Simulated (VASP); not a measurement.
**Ca2Ir: single point with PBE**

Crystal: Ca2Ir.

```
Ca Ir
1.0
     0.00000    3.43259    3.43259
     3.43259    0.00000    3.43259
     3.43259    3.43259    0.00000
Ca Ir
2 1
Cartesian
  1.7163 1.7163 1.7163
  5.1489 5.1489 5.1489
  0.0000 0.0000 0.0000
```

The cell was generated, and may not be a known phase.

| Item | Value |
| --- | --- |
| Program | VASP 6.6.1 |
| Task | single point |
| Functional | PBE |
| Potentials or basis | VASP PAW PBE potentials, release 64 (Ca_sv, Ir) |
| Cutoff | 520 eV |
| k mesh | 6 × 6 × 6 |
| Occupations | gaussian, width 0.1 eV |
| Spin | no spin polarisation |

```yaml
Pressure: 0.5 GPa
Band_gap_on_the_k_mesh: zero (an odd number of electrons rules out a gap without spin polarisation)
```

Levels at points of the mesh, in eV from the Fermi level:
| k point | band 11 | band 12 | band 13 | band 14 | band 15 | band 16 | band 17 | band 18 |
| --- | --- | --- | --- | --- | --- | --- | --- | --- |
| (0.00, 0.00, 0.00) | -1.57 | -1.23 | -1.23 | -1.23 | 1.12 | 1.12 | 1.12 | 3.48 |
| (0.50, 0.00, 0.00) | -1.41 | -1.38 | -1.22 | -1.22 | -1.05 | 1.98 | 1.98 | 3.69 |
| (0.50, 0.50, 0.00) | -1.88 | -1.19 | -1.19 | -0.86 | -0.85 | 2.47 | 2.50 | 2.50 |

It took 59 s on 1 thread of AMD EPYC 7R13 (shared host), peak memory 0.18 GiB.

Caveat: spin-orbit coupling is left out, which moves the levels of the heavy elements.
